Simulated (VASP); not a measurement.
A run of VASP 6.6.1 is set up as follows.

File INCAR:

```
SYSTEM = SiBiS
ALGO = Normal
EDIFF = 1E-7
ENCUT = 520
GGA = PE
ISIF = 2
ISMEAR = 0
LASPH = .TRUE.
LCHARG = .FALSE.
LREAL = .FALSE.
LWAVE = .FALSE.
NBANDS = 20
NELM = 100
PREC = Accurate
SIGMA = 0.1
```

File KPOINTS:

```
k-points
0
G
  4 4 4
  0 0 0
```

Contents of POSCAR:

```
SiBiS
1.0
    3.4960098278      0.0000000000      0.0000000000
    0.0000000000      3.4960098278      0.0000000000
    0.0000000000      0.0000000000      5.7990707822
Si Bi S
1 1 1
Direct
    0.0000000000      0.0000000000      0.5000000000
    0.5000000000      0.5000000000      0.0000000000
    0.5000000000      0.5000000000      0.5000000000
```

Potentials or basis: VASP PAW PBE potentials, release 64 (Si, Bi_d, S).

Launch:

```bash
$ cat potpaw_PBE.64/Si/POTCAR potpaw_PBE.64/Bi_d/POTCAR potpaw_PBE.64/S/POTCAR > POTCAR
$ mpirun -np 1 vasp_std > vasp.out
```

**Question.** Predict the pressure.

**Answer.** -0.1 GPa.

**Question.** Predict the band gap on the k mesh.

**Answer.** Zero (an odd number of electrons rules out a gap without spin polarisation).

Stress tensor (GPa, compression positive):
```
-0.03  0.00  0.00
 0.00 -0.03  0.00
 0.00  0.00 -0.12
```

Caveat: the k points lie up to 0.45 Å⁻¹ apart, too coarse for converged energies and pressures of a metal; spin-orbit coupling is left out, which moves the levels of the heavy elements; an odd number of electrons without spin polarisation forces a metal; a magnetic or distorted state may lie lower.
